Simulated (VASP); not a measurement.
# Hf (I4/mmm) in VASP: notebook

Runs on Hf. Level: PBEsol. Tasks: single point.

Everything below comes from runs of VASP 6.6.1. Logs are shortened: lines on timing, memory, paths and dates and some standing lists are left out, and cuts for length are marked.

### Step 1. The cell of the first run

It takes space group I4/mmm (No. 139, tetragonal). The conventional cell has a = 3.610 Å, b = 3.610 Å, c = 3.502 Å, α = 90.00°, β = 90.00°, γ = 90.00°. Within 4.1 Å of Hf (site symmetry 4/mmm) lie 14 Hf at 3.10 to 3.61 Å.

### Step 2. Single point, PBEsol (strain +0.000 along x and y, -0.030 along z)

INCAR reads:

```
ALGO     = Normal         # electronic algorithm
EDIFF    = 1E-7           # SCF threshold, eV
ENCUT    = 520            # plane-wave cutoff, eV
GGA      = PS             # functional
ISIF     = 2              # what is computed and relaxed
ISMEAR   = 0              # smearing method
LASPH    = True           # aspherical terms in the spheres
LCHARG   = False          # write CHGCAR
LREAL    = False          # projectors in reciprocal space
LWAVE    = False          # write WAVECAR
NBANDS   = 11             # bands
NELM     = 80             # most SCF steps
PREC     = Accurate       # precision mode
SIGMA    = 0.15           # smearing width, eV
```

KPOINTS reads:

```
k-points
0
Gamma
  18 18 18
```

POSCAR reads:

```
Hf
1.0
   -1.8050000000      1.8050000000      1.7508500000
    1.8050000000     -1.8050000000      1.7508500000
    1.8050000000      1.8050000000     -1.7508500000
Hf
1
Direct
    0.0000000000      0.0000000000      0.0000000000
```

Potentials or basis: VASP PAW PBE potentials, release 64 (Hf_pv).

The run is started by

```bash
$ cat potpaw_PBE.64/Hf_pv/POTCAR > POTCAR
$ mpirun -np 1 vasp_std > vasp.out
```

OUTCAR:

```text
EDIFF = 1E-7
   ENCUT = 520
   GGA = PS
   ISIF = 2
   ISMEAR = 0
   LASPH = True
   LREAL = False
   NELM = 80
   PREC = Accurate

 ion  position               nearest neighbor table
   1  0.000  0.000  0.000-

  LATTYP: Found a body centered tetragonal cell.
 ALAT       =     3.6100000000
 C/A-ratio  =     0.9700000000

  Lattice vectors:

 A1 = (  -1.8050000000,   1.8050000000,   1.7508500000)
 A2 = (   1.8050000000,  -1.8050000000,   1.7508500000)
 A3 = (   1.8050000000,   1.8050000000,  -1.7508500000)

Analysis of symmetry for initial positions (statically):
=====================================================================
 Subroutine PRICEL returns:
 Original cell was already a primitive cell.

 Routine SETGRP: Setting up the symmetry group for a
 body centered tetragonal supercell.

 Subroutine GETGRP returns: Found 16 space group operations
 (whereof 16 operations were pure point group operations)
 out of a pool of 16 trial point group operations.

The static configuration has the point symmetry D_4h.

Analysis of symmetry for dynamics (positions and initial velocities):
=====================================================================
 Subroutine PRICEL returns:
 Original cell was already a primitive cell.

 Routine SETGRP: Setting up the symmetry group for a
 body centered tetragonal supercell.

 Subroutine GETGRP returns: Found 16 space group operations
 (whereof 16 operations were pure point group operations)
 out of a pool of 16 trial point group operations.

The dynamic configuration has the point symmetry D_4h.

 Subroutine INISYM returns: Found 16 space group operations
 (whereof 16 operations are pure point group operations),
 and found     1 'primitive' translations

----------------------------------------------------------------------------------------

                                     Primitive cell

  volume of cell :      22.8173

  direct lattice vectors                    reciprocal lattice vectors
    -1.805000000  1.805000000  1.750850000     0.000000000  0.277008310  0.285575578
     1.805000000 -1.805000000  1.750850000     0.277008310  0.000000000  0.285575578
     1.805000000  1.805000000 -1.750850000     0.277008310  0.277008310  0.000000000

  length of vectors
     3.095403968  3.095403968  3.095403968     0.397853006  0.397853006  0.391748909

  position of ions in fractional coordinates (direct lattice)
     0.000000000  0.000000000  0.000000000

  ion indices of the primitive-cell ions
   primitive index   ion index
                 1           1

----------------------------------------------------------------------------------------

 KPOINTS: k-points

Automatic generation of k-mesh.
 Grid dimensions read from file:
 generate k-points for:   18   18   18

 Generating k-lattice:

  Cartesian coordinates                     Fractional coordinates (reciprocal lattice)
     0.000000000  0.015389351  0.015865310     0.055555556  0.000000000 -0.000000000
     0.015389351  0.000000000  0.015865310     0.000000000  0.055555556 -0.000000000
     0.015389351  0.015389351  0.000000000     0.000000000  0.000000000  0.055555556

  Length of vectors
     0.022102945  0.022102945  0.021763828

  Shift w.r.t. Gamma in fractional coordinates (k-lattice)
     0.000000000  0.000000000  0.000000000

 Subroutine IBZKPT returns following result:
 ===========================================

 Found    480 irreducible k-points:

 Following reciprocal coordinates:
            Coordinates               Weight
  0.000000  0.000000  0.000000      1.000000
  0.055556  0.000000  0.000000      8.000000
  0.111111  0.000000  0.000000      8.000000
  0.166667  0.000000 -0.000000      8.000000
  0.222222  0.000000 -0.000000      8.000000
  0.277778  0.000000  0.000000      8.000000
[... 16 lines left out ...]
 -0.277778  0.055556  0.000000     16.000000
 -0.222222  0.055556  0.000000     16.000000
 [... further k-points ...]
   k-points           NKPTS =    480   k-points in BZ     NKDIM =    480   number of bands    NBANDS=     11
   number of dos      NEDOS =    301   number of ions     NIONS =      1
   total plane-waves  NPLWV =  13824
   dimension x,y,z NGX =    24 NGY =   24 NGZ =   24
   dimension x,y,z NGXF=    48 NGYF=   48 NGZF=   48
   ions per type =               1
   NGX,Y,Z   is equivalent  to a cutoff of  12.89, 12.89, 12.89 a.u.
   NGXF,Y,Z  is equivalent  to a cutoff of  25.78, 25.78, 25.78 a.u.
 SYSTEM =  unknown system
   PREC   = accura    normal or accurate (medium, high low for compatibility)
   ISTART =      0    job   : 0-new  1-cont  2-samecut
   ICHARG =      2    charge: 1-file 2-atom 10-const
   ISPIN  =      1    spin polarized calculation?
   LNONCOLLINEAR =      F non collinear calculations
   LSORBIT =      F    spin-orbit coupling
   LASPH  =      T    aspherical Exc in radial PAW
   ENCUT  =  520.0 eV  38.22 Ry    6.18 a.u.   5.76  5.76  5.76*2*pi/ulx,y,z
   NELM   =     80;   NELMIN=  2; NELMDL= -5     # of ELM steps
   EDIFF  = 0.1E-06   stopping-criterion for ELM
   LREAL  =      F    real-space projection
   EDIFFG = 0.1E-05   stopping-criterion for IOM
   NSW    =      0    number of steps for IOM
   IBRION =     -1    ionic relax: 0-MD 1-quasi-New 2-CG
   NFREE  =      0    steps in history (QN), initial steepest desc. (CG)
   ISIF   =      2    stress and relaxation
   ISYM   =      2    0-nonsym 1-usesym 2-fastsym
   POTIM  = 0.5000    time-step for ionic-motion
   TEBEG  =    0.0;   TEEND  =   0.0 temperature during run
   PSTRESS=    0.0 pullay stress
   NELECT =      10.0000    total number of electrons
   NUPDOWN=      -1.0000    fix difference up-down
   EMIN   =  10.00;   EMAX   =-10.00  energy-range for DOS
   EFERMI =   0.00;   METHOD = LEGACY
   ISMEAR =     0;   SIGMA  =   0.15  broadening in eV -4-tet -1-fermi 0-gaus
   EFERMI_NEDOS =   21; number of points for ismear=-14 and -15
   IALGO  =     38    algorithm
   IMIX   =      4    mixing-type and parameters
     AMIX     =   0.40;   BMIX     =  1.00
     AMIX_MAG =   1.60;   BMIX_MAG =  1.00
  volume/ion in A,a.u.               =      22.82       153.98
  Fermi-wavevector in a.u.,A,eV,Ry     =   1.243523  2.349917 21.039351  1.546349
  Thomas-Fermi vector in A             =   2.377830
   LORBIT       =      0    0 simple, 1 ext, 2 COOP (PROOUT), +10 PAW based schemes
   GGA     = PS    functional components
   LHFCALC =     F    Hartree Fock is set to
   AEXX    =    0.0000 exact exchange contribution
   IVDW    =     0    specifies the selected vdW correction
   LEPSILON=     F    determine dielectric tensor
   LRPA    =     F    only Hartree local field effects (RPA)
 non-spin polarized calculation
 Gauss-broadening in eV      SIGMA  =   0.15
  energy-cutoff  :      520.00
  volume of cell :       22.82
 maximum number of plane-waves:       638
   NGX = 11   NGY = 11   NGZ = 11

 number of electron      10.0000002 magnetization

 Free energy of the ion-electron system (eV)
  ---------------------------------------------------
  ext. energy  EPLUGINS =         0.00000000
  ---------------------------------------------------
  free energy    TOTEN  =       -10.31033667 eV

  energy without entropy =      -10.28747808  energy(sigma->0) =      -10.29890737

 E-fermi :   4.2878     XC(G=0): -11.3012

 val. band max:        4.2874263084   @ k =   0.2778   0.2222   0.0000
 cond. band min:       4.2878857311   @ k =   0.5000   0.2778   0.0000
 fundamental gap:      0.0004594227
 Fermi energy:         4.2878099632

 k-point     1 :       0.0000    0.0000    0.0000
  band No.  band energies     occupation
      1     -25.5745      2.00000
      2     -25.5745      2.00000
      3     -25.5725      2.00000
      4      -2.6932      2.00000
      5       5.5636      0.00000
      6       5.8982      0.00000
      7       5.8982      0.00000
      8       8.2761      0.00000
      9       8.7402      0.00000
     10      17.3590      0.00000
     11      17.3590      0.00000

 k-point     2 :       0.0556    0.0000    0.0000
  band No.  band energies     occupation
      1     -25.5983      2.00000
      2     -25.5824      2.00000
      3     -25.5738      2.00000
      4      -2.5797      2.00000
      5       5.5575      0.00000
      6       5.8646      0.00000
      7       5.9321      0.00000
      8       8.2457      0.00000
      9       8.6413      0.00000
     10      17.5084      0.00000
     11      17.5642      0.00000

 k-point     3 :       0.1111    0.0000    0.0000
  band No.  band energies     occupation
      1     -25.6692      2.00000
      2     -25.6053      2.00000
      3     -25.5748      2.00000
      4      -2.2482      2.00000
      5       5.3961      0.00000
      6       5.7307      0.00000
      7       6.1953      0.00000
      8       8.1288      0.00000
      9       8.5052      0.00000
     10      17.4548      0.00000
     11      17.9275      0.00000

 k-point     4 :       0.1667    0.0000   -0.0000
  band No.  band energies     occupation
      1     -25.7760      2.00000
      2     -25.6401      2.00000
      3     -25.5762      2.00000
      4      -1.7267      2.00000
      5       5.0954      0.00000
      6       5.4453      0.00000
      7       6.7147      0.00000
      8       8.0210      0.00000
      9       8.4871      0.00000
     10      17.4528      0.00000
     11      18.1620      0.00000
[... 239 lines left out ...]
 k-point    22 :      -0.3333    0.0556    0.0000
  band No.  band energies     occupation
      1     -26.1012      2.00000
      2     -25.7507      2.00000
      3     -25.5886      2.00000
      4       0.0509      2.00000
      5       4.2518      1.26610
      6       4.5731      0.00715
      7       8.2061      0.00000
      8       8.8543      0.00000
      9       8.9815      0.00000
     10      16.4366      0.00000
     11      17.4082      0.00000

 k-point    23 :      -0.2778    0.0556    0.0000
  band No.  band energies     occupation
      1     -25.9765      2.00000
      2     -25.7046      2.00000
      3     -25.5864      2.00000
      4      -0.6481      2.00000
      5       4.5630      0.00948
      6       4.8252      0.00000
      7       7.8918      0.00000
      8       8.0799      0.00000
      9       8.7548      0.00000
     10      17.3842      0.00000
     11      17.5257      0.00000

 k-point    24 :      -0.2222    0.0556    0.0000
  band No.  band energies     occupation
      1     -25.8491      2.00000
      2     -25.6582      2.00000
      3     -25.5843      2.00000
      4      -1.3461      2.00000
      5       4.9056      0.00000
      6       5.2021      0.00000
      7       7.1809      0.00000
      8       7.8288      0.00000
      9       8.6798      0.00000
     10      17.4496      0.00000
     11      18.1883      0.00000

 [... further k-points ...]
[... 5 lines left out ...]
  --------------------------------------------------------------------------------------
  -------------------------------------------------------------------------------------
  Total       -0.9062070     -0.9062070     -1.1207395      0.0000000      0.0000000      0.0000000
  in kB      -63.6318618    -63.6318618    -78.6958638      0.0000000      0.0000000      0.0000000
  external PRESSURE =     -68.6531958 kB  Pullay stress =       0.0000000 kB

 VOLUME and BASIS-vectors are now :
 -----------------------------------------------------------------------------
  energy-cutoff  :      520.00
  volume of cell :       22.82
      direct lattice vectors                 reciprocal lattice vectors
    -1.805000000  1.805000000  1.750850000     0.000000000  0.277008310  0.285575578
     1.805000000 -1.805000000  1.750850000     0.277008310  0.000000000  0.285575578
     1.805000000  1.805000000 -1.750850000     0.277008310  0.277008310  0.000000000

 POSITION                                       TOTAL-FORCE (eV/Angst)
 -----------------------------------------------------------------------------------
      0.00000      0.00000      0.00000         0.000000      0.000000      0.000000
 -----------------------------------------------------------------------------------
    total drift:                                0.000000      0.000000     -0.000000

  FREE ENERGIE OF THE ION-ELECTRON SYSTEM (eV)
  ---------------------------------------------------
  free  energy   TOTEN  =       -10.3103366680 eV

  energy  without entropy=      -10.2874780793  energy(sigma->0) =      -10.29890737
```

Wall time 26 s (1 thread of Intel Xeon 6975P-C (Granite Rapids), shared host); peak memory 0.23 GiB.

Results:

```yaml
Free_energy: -10.3103 eV
Pressure: -6.9 GPa
Band_gap_on_the_k_mesh: zero (band 5 reaches 5.68 eV, above the bottom of band 6 at 3.63 eV)
```

Levels at points of the mesh, in eV from the Fermi level:
| k point | band 3 | band 4 | band 5 | band 6 | band 7 | band 8 |
| --- | --- | --- | --- | --- | --- | --- |
| (0.00, 0.00, 0.00) | -29.86 | -6.98 | 1.28 | 1.61 | 1.61 | 3.99 |
| (0.50, 0.00, 0.00) | -29.87 | -3.31 | -0.59 | 1.08 | 4.13 | 5.16 |
| (0.50, 0.50, 0.00) | -29.85 | -3.36 | -0.24 | 0.90 | 3.75 | 4.88 |
| (0.50, 0.50, 0.50) | -30.37 | -2.53 | -2.45 | 6.60 | 6.60 | 6.70 |

Caveat: the cell differs from its parent crystal (strain +0.000 along x and y, -0.030 along z); the PAW data sets were made with another functional, which shifts forces and pressure a little; spin-orbit coupling is left out, which moves the levels of the heavy elements.

### Step 3. Single point, PBEsol (strain +0.000 along x and y, +0.030 along z)

INCAR reads:

```
SYSTEM = Hf
PREC = Accurate
ENCUT = 520
EDIFF = 1E-7
ISMEAR = 0
SIGMA = 0.15
LREAL = .FALSE.
LASPH = .TRUE.
NELM = 60
ALGO = Fast
ISIF = 2
LWAVE = .FALSE.
LCHARG = .FALSE.
GGA = PS
NBANDS = 11
```

KPOINTS reads:

```
regular mesh
0
G
  18 18 18
  0 0 0
```

POSCAR reads:

```
Hf
1.0
   -1.8050000000      1.8050000000      1.8591500000
    1.8050000000     -1.8050000000      1.8591500000
    1.8050000000      1.8050000000     -1.8591500000
Hf
1
Direct
    0.0000000000      0.0000000000      0.0000000000
```

Potentials or basis: VASP PAW PBE potentials, release 64 (Hf_pv).

The run is started by

```bash
$ cat potpaw_PBE.64/Hf_pv/POTCAR > POTCAR
$ mpirun -np 1 vasp_std > vasp.out
```

Run time: 42 s. Hardware: 1 thread of Intel Xeon 6975P-C (Granite Rapids), shared host; peak memory 0.24 GiB.

Results (log left out):

| Quantity | Value |
| --- | --- |
| Free energy | -10.2289 eV |
| Pressure | -11.4 GPa |
| Band gap on the k mesh | zero (band 5 reaches 5.26 eV, above the bottom of band 6 at 3.24 eV) |

Stress tensor (GPa, compression positive):
```
-11.85   0.00   0.00
  0.00 -11.85   0.00
  0.00   0.00 -10.50
```

Levels at points of the mesh, in eV from the Fermi level:
```
           k point  band 3  band 4  band 5  band 6  band 7  band 8
(0.00, 0.00, 0.00)  -30.11   -6.79    1.34    1.34    1.63    3.79
(0.50, 0.00, 0.00)  -30.10   -3.18   -0.29    0.76    3.61    4.69
(0.50, 0.50, 0.00)  -30.12   -3.12   -0.59    0.92    4.04    4.84
(0.50, 0.50, 0.50)  -30.54   -2.29   -2.22    6.12    6.18    6.21
```

Caveat: the cell differs from its parent crystal (strain +0.000 along x and y, +0.030 along z); the PAW data sets were made with another functional, which shifts forces and pressure a little; spin-orbit coupling is left out, which moves the levels of the heavy elements.
